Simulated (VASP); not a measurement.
A run of VASP 6.6.1 is set up as follows.

INCAR

```
ALGO = Normal ; EDIFF = 1E-6
ENCUT = 520 ; GGA = PE
ISIF = 2 ; ISMEAR = -1
LASPH = True ; LCHARG = False
LREAL = False ; LWAVE = False
NBANDS = 21 ; NELM = 100
PREC = Accurate ; SIGMA = 0.1
```

KPOINTS

```
k-points
0
Gamma
  10 10 10
```

POSCAR

```
HgH
1.0
    0.0000000000      3.5373060000      0.0000000000
    3.5373060000      0.0000000000      0.0000000000
    1.7686530000      1.7686530000     -5.2673010000
Hg H
2 2
Direct
    0.1110000000      0.1110000000      0.7780000000
    0.8890000000      0.8890000000      0.2220000000
    0.3230000000      0.3230000000      0.3540000000
    0.6770000000      0.6770000000      0.6460000000
```

Potentials or basis: VASP PAW PBE potentials, release 64 (Hg, H).

Command:

```bash
$ cat potpaw_PBE.64/Hg/POTCAR potpaw_PBE.64/H/POTCAR > POTCAR
$ mpirun -np 1 vasp_std > vasp.out
```

Question: Predict the pressure.

Answer: 6.6 GPa.

Question: Predict the band gap on the k mesh.

Answer: Zero (bands 13 and 14 overlap by 1.43 eV).

Question: What does it give for the largest force?

Answer: 6.514 eV/Å.

Forces in eV/Å, atoms in the order of the input:
```
Hg   0.000  0.000  6.514
Hg   0.000  0.000 -6.514
H    0.000  0.000 -0.697
H    0.000  0.000  0.697
```

Caveat: the stress differs along the axes, from -0 to 21 GPa; spin-orbit coupling is left out, which moves the levels of the heavy elements; forces of over 1 eV/Å act on the atoms, so gaps and moduli don't describe the material at rest.
